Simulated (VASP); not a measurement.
Crystal: Be3H2.

```
Be H
1.0
     0.00000    2.52298    3.58865
     2.27289    0.00000    3.58865
     2.27289    2.52298    0.00000
Be H
3 2
Direct
  0.20357 0.79643 0.20357
  0.79643 0.20357 0.79643
  0.50000 0.50000 0.50000
  0.75000 0.25000 0.25000
  0.25000 0.75000 0.75000
```

The cell was generated, and may not be a known phase.

```yaml
Program: VASP 6.6.1
Task: relaxation of cell and atoms
Functional: PBE
Potentials_or_basis: VASP PAW PBE potentials, release 64 (Be, H)
Cutoff: 600 eV
k_mesh: 6 × 6 × 6
Occupations: gaussian, width 0.1 eV
Spin: no spin polarisation
```

At the start: pressure 44.3 GPa; volume 8.23 Å³/atom.

Question: Where does the relaxation end?

Answer: Over 37 steps the energy falls by 1647.2 meV/atom and the volume is 8.76 Å³/atom (+6.4 %); space group Fmmm (No. 69, to 0.1 Å) before and after.

Step by step:
| step | energy change (eV) | largest force (eV/Å) | pressure (GPa) | volume (Å³) |
| --- | --- | --- | --- | --- |
| 1 | 0.0000 | 7.7057 | 44.27 | 41.16 |
| 2 | -4.1570 | 6.4427 | 6.57 | 55.09 |
| 3 | -4.7185 | 3.4196 | 8.60 | 50.21 |
| 4 | -4.7094 | 3.8251 | 7.97 | 50.86 |
| 5 | -5.6220 | 0.5233 | -5.98 | 56.44 |
| 6 | -5.6218 | 0.5266 | -5.82 | 56.34 |
| 7 | -5.8003 | 0.1573 | -5.36 | 53.68 |
| 8 | -6.2642 | 0.9170 | -2.62 | 46.00 |
| 9 | -6.3792 | 2.8996 | 19.26 | 31.87 |
| 10 | -6.4752 | 1.5856 | 0.91 | 41.36 |
| 11 | -6.5375 | 1.9550 | 3.69 | 38.86 |
| 12 | -6.6155 | 1.9366 | 4.04 | 38.11 |
| 13 | -6.8318 | 1.8777 | 6.14 | 35.84 |
| 14 | -6.9210 | 1.6857 | 16.88 | 31.20 |
| 15 | -6.9620 | 1.8395 | 10.81 | 33.19 |
| 16 | -7.1281 | 1.5325 | 8.72 | 33.63 |
| 17 | -7.4782 | 1.0109 | 3.00 | 34.94 |
| 18 | -7.4960 | 0.9694 | -4.17 | 37.51 |
| 19 | -7.5938 | 0.9188 | -1.33 | 36.32 |
| 20 | -7.7080 | 0.6708 | -1.23 | 36.49 |
| 21 | -7.8541 | 0.7200 | 0.03 | 36.89 |
| 22 | -7.9300 | 0.5253 | 0.83 | 36.95 |
| 23 | -7.9728 | 0.3654 | 2.52 | 37.01 |
| 24 | -8.0072 | 0.2555 | 0.61 | 37.74 |
| 25 | -8.0141 | 0.5349 | -1.02 | 38.49 |
| 26 | -8.0373 | 0.4880 | -1.21 | 38.84 |
| 27 | -8.0666 | 0.3841 | -1.37 | 39.55 |
| 28 | -8.0775 | 0.4741 | -1.54 | 40.89 |
| 29 | -8.1034 | 0.4895 | -1.06 | 41.09 |
| 30 | -8.1473 | 0.5781 | 0.99 | 41.62 |
| 31 | -8.1477 | 0.6140 | 1.93 | 41.79 |
| 32 | -8.1888 | 0.3604 | 1.49 | 42.19 |
| 33 | -8.2191 | 0.2873 | 0.80 | 43.01 |
| 34 | -8.2195 | 0.2487 | 0.85 | 42.93 |
| 35 | -8.2300 | 0.1176 | 0.72 | 43.22 |
| 36 | -8.2349 | 0.0586 | 0.61 | 43.60 |
| 37 | -8.2358 | 0.0354 | 0.22 | 43.81 |

Final structure:
```yaml
crystal:
  lattice:
    - [0.00000, 3.19975, 1.85452]
    - [3.69144, 0.00000, 1.85452]
    - [3.69144, 3.19975, 0.00000]
  atoms:
    - { symbol: Be, position: [0.16285, 0.83715, 0.16285] }
    - { symbol: Be, position: [0.83715, 0.16285, 0.83715] }
    - { symbol: Be, position: [0.50000, 0.50000, 0.50000] }
    - { symbol: H, position: [0.85697, 0.14303, 0.14303] }
    - { symbol: H, position: [0.14303, 0.85697, 0.85697] }
```

Caveat: a cell axis changed by over 15 % at a fixed basis, so the end point is rough.
